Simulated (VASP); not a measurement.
Here is a VASP 6.6.1 calculation.

The input POSCAR:

```
BiTe
1.0
    2.4227077728      1.3987509848      3.3172919545
   -2.4227077728      1.3987509848      3.3172919545
    0.0000000000     -2.7975019696      3.3172919545
Bi Te
1 1
Direct
    0.5000000000      0.5000000000      0.5000000000
    0.0000000000      0.0000000000      0.0000000000
```

The input INCAR.step1:

```
PREC = Accurate
ENCUT = 520
EDIFF = 1E-5
ISMEAR = -1
SIGMA = 0.05
LREAL = F
LASPH = T
NELM = 100
ALGO = Normal
ISIF = 2
LWAVE = T
LCHARG = F
GGA = PE
NBANDS = 18
```

INCAR.step2

```
PREC = Accurate
ENCUT = 520
EDIFF = 1E-7
ISMEAR = -1
SIGMA = 0.05
LREAL = F
LASPH = T
NELM = 100
ALGO = Normal
ISIF = 2
LWAVE = F
LCHARG = F
GGA = PE
LHFCALC = T
AEXX = 0.25
HFSCREEN = 0.2078699
PRECFOCK = Normal
ISTART = 1
NBANDS = 18
```

File KPOINTS:

```
Automatic mesh
0
Gamma
  4 4 4
```

Potentials or basis: VASP PAW PBE potentials, release 64 (Bi_d, Te).

Command:

```console
$ cat potpaw_PBE.64/Bi_d/POTCAR potpaw_PBE.64/Te/POTCAR > POTCAR
$ cp INCAR.step1 INCAR
$ mpirun -np 1 vasp_std > vasp.out
$ cp INCAR.step2 INCAR
$ mpirun -np 1 vasp_std > vasp.out
```

Question: Estimate the pressure.

Answer: -2.0 GPa.

Question: What does it give for the band gap on the k mesh?

Answer: Zero (an odd number of electrons rules out a gap without spin polarisation).

Stress tensor (GPa, compression positive):
```
-2.17  0.00  0.00
 0.00 -2.17  0.00
 0.00  0.00 -1.57
```

Caveat: the k points lie up to 0.41 Å⁻¹ apart, too coarse for converged energies and pressures of a metal; the PAW data sets were made with another functional, which shifts forces and pressure a little; spin-orbit coupling is left out, which moves the levels of the heavy elements.
